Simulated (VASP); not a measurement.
HgTe (Coloradoite), 2 atoms in the cell. Symmetry: F-43m, No. 216, cubic system. Conventional cell: a = 6.429 Å, b = 6.429 Å, c = 6.429 Å, α = 90.00°, β = 90.00°, γ = 90.00°. Hg (site symmetry -43m) has 4 Te at 2.78 Å within 3.7 Å. Within 3.7 Å of Te (site symmetry -43m) lie 4 Hg at 2.78 Å. 

```yaml
Program: VASP 6.6.1
Task: relaxation of cell and atoms
Functional: RPBE
Dispersion: D3(BJ)
Potentials_or_basis: VASP PAW PBE potentials, release 64 (Hg, Te)
Cutoff: 600 eV
k_mesh: 7 × 7 × 7
Occupations: fermi-dirac, width 0.05 eV
Spin: no spin polarisation
Dipole_correction: no
Further_INCAR_settings: ALGO = Normal; EDIFF = 1e-07; IBRION = 2; EDIFFG = -0.005; NSW = 80; ISIF = 3
```

Potentials or basis: VASP PAW PBE potentials, release 64 (Hg, Te).

Command:

```sh
$ cat potpaw_PBE.64/Hg/POTCAR potpaw_PBE.64/Te/POTCAR > POTCAR
$ mpirun -np 1 vasp_std > vasp.out
```

Hardware: 1 thread of Intel(R) Xeon(R) Platinum 8375C CPU @ 2.90GHz (Ice Lake), on a shared host.

Q: Estimate the wall time of this run.

A: Run time: 51 s on 1 thread of Intel(R) Xeon(R) Platinum 8375C CPU @ 2.90GHz (Ice Lake), on a shared host, peak memory 0.22 GiB. Counts: scf iterations 35, k points 20, ion steps 3.
